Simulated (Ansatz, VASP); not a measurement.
One calculation of Os, two programs

The input INCAR:

```
SYSTEM = Os
PREC     = Accurate       ! precision mode
ENCUT    = 560            ! plane-wave cutoff, eV
EDIFF    = 1E-6           ! SCF threshold, eV
ISMEAR   = 0              ! smearing method
SIGMA    = 0.1            ! smearing width, eV
LREAL    = .FALSE.        ! projectors in reciprocal space
LASPH    = .TRUE.         ! aspherical terms in the spheres
NELM     = 120            ! most SCF steps
ALGO     = Normal         ! electronic algorithm
ISIF     = 2              ! what is computed and relaxed
LWAVE    = .FALSE.        ! write WAVECAR
LCHARG   = .FALSE.        ! write CHGCAR
NBANDS   = 14             ! bands
GGA_COMPAT= .FALSE.
```

The input KPOINTS:

```
Automatic mesh
0
G
  18 18 18
  0 0 0
```

POSCAR

```
Os
1.0
    0.0000000000      1.8796091000      1.8796091000
    1.8796091000      0.0000000000      1.8796091000
    1.8796091000      1.8796091000      0.0000000000
Os
1
Direct
    0.0000000000      0.0000000000      0.0000000000
```

Input for Ansatz:

```yaml
crystal:
  lattice:
    - [0.0, 1.8796091, 1.8796091]
    - [1.8796091, 0.0, 1.8796091]
    - [1.8796091, 1.8796091, 0.0]
  atoms:
    - { symbol: Os, position: [0.0, 0.0, 0.0] }
basis:
  ecutwfc: 420
kpoints:
  mp_grid: { grid: [18, 18, 18] }
hamiltonian:
  xc: lda
scf:
  occupations: { method: gaussian, width: 0.1 }
output:
  forces: true
  stress: true
  eigenvalues: true
```

Alike in both runs: task single point; functional LDA; k mesh 18 × 18 × 18; occupations gaussian, width 0.1 eV; no spin polarisation.

|  | VASP | Ansatz |
| --- | --- | --- |
| version | VASP 6.6.1 | Ansatz 0.2.0 |
| potentials or method | VASP PAW LDA potentials, release 64 (Os_sv_GW), cutoff 560 eV | scalar-relativistic, plane waves, PAW |
| valence electrons in the cell | 16 | 16 |

Ansatz gave:

| Property | Result |
| --- | --- |
| gap on the k mesh at the Fermi level (eV) | none |
| pressure (GPa) | 16.3 |

Q: Estimate VASP's values.

A: gap on the k mesh at the Fermi level (eV): none; pressure (GPa): 17.0.

LDA's correlation is that of Perdew and Zunger in VASP and of Perdew and Wang (1992) in Ansatz. A gap of «none» marks a metal or a gap that the smearing closes.

Neither program's run includes spin-orbit coupling.
